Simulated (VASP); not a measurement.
Input of a VASP 6.6.1 run:

File INCAR:

```
  PREC = Accurate
  ENCUT = 520
  EDIFF = 1E-6
  ISMEAR = 0
  SIGMA = 0.05
  LREAL = F
  LASPH = T
  NELM = 100
  ALGO = Normal
  ISIF = 2
  LWAVE = F
  LCHARG = T
  GGA = PS
  LELF = T
  LVHAR = T
  NBANDS = 27
```

File KPOINTS:

```
Automatic mesh
0
Gamma
  8 8 8
```

POSCAR

```
KTaO3
1.0
    3.9277988705      0.0000000000      0.0000000000
    0.0000000000      3.9277988705      0.0000000000
    0.0000000000      0.0000000000      4.4313426858
K Ta O
1 1 3
Direct
    0.5000000000      0.5000000000      0.5000000000
    0.0000000000      0.0000000000      0.0000000000
    0.5000000000      0.0000000000      0.0000000000
    0.0000000000      0.5000000000      0.0000000000
    0.0000000000      0.0000000000      0.5000000000
```

Potentials or basis: VASP PAW PBE potentials, release 64 (K_sv, Ta_pv, O).

Launch:

```sh
$ cat potpaw_PBE.64/K_sv/POTCAR potpaw_PBE.64/Ta_pv/POTCAR potpaw_PBE.64/O/POTCAR > POTCAR
$ mpirun -np 1 vasp_std > vasp.out
```

Question: Predict the pressure.

Answer: -8.2 GPa.

Question: What does it give for the band gap on the k mesh?

Answer: 1.75 eV (least direct gap 2.11 eV).

Stress tensor (GPa, compression positive):
```
  1.33   0.00   0.00
  0.00   1.33   0.00
  0.00   0.00 -27.25
```

Caveat: the cell stands under tension; the PAW data sets were made with another functional, which shifts forces and pressure a little; spin-orbit coupling is left out, which moves the levels of the heavy elements. A k mesh can miss the band edges.
